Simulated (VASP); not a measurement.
Wanted: the native input for a VASP 6.6.1 run.

```yaml
Task: single point
Functional: LDA
Potentials_or_basis: VASP PAW LDA potentials, release 64 (Li_sv)
Cutoff: 520 eV
k_mesh: 15 × 15 × 7
Occupations: fermi-dirac, width 0.1 eV
Spin: no spin polarisation
Dipole_correction: no
Further_INCAR_settings: ALGO = Normal; EDIFF = 1e-06; NBANDS = 10
```

The structure of Li lies in POSCAR:

```
Li
1.0
   -2.0868639157      1.7177469234      1.5378719703
    1.7177469234     -2.0868639157      1.5378719703
    3.8995328065      3.8995328065     -2.2139104178
Li
2
Direct
    0.9575235877      0.0424764123      1.0000000000
    0.7924764123      0.2075235877      0.5000000000
```

This cell differs from its parent crystal: volume scaled by 1.12.

One way to write it, as run:

INCAR

```
ALGO = Normal
EDIFF = 1E-6
ENCUT = 520
GGA = CA
ISIF = 2
ISMEAR = -1
LASPH = T
LCHARG = T
LELF = T
LREAL = F
LVHAR = T
LWAVE = F
NBANDS = 10
NELM = 60
PREC = Accurate
SIGMA = 0.1
```

KPOINTS

```
k-points
0
Gamma
  15 15 7
```

Potentials or basis: VASP PAW LDA potentials, release 64 (Li_sv).

The run is started by

```console
$ cat potpaw_LDA.64/Li_sv/POTCAR > POTCAR
$ mpirun -np 1 vasp_std > vasp.out
```

Results of the run:

- Band gap on the k mesh: zero (band 3 reaches 2.53 eV, above the bottom of band 4 at -1.79 eV)

Wall time 2.7 min on 1 thread of Oxide Virtual Turin-like Processor, with other jobs on the host, peak memory 0.21 GiB.
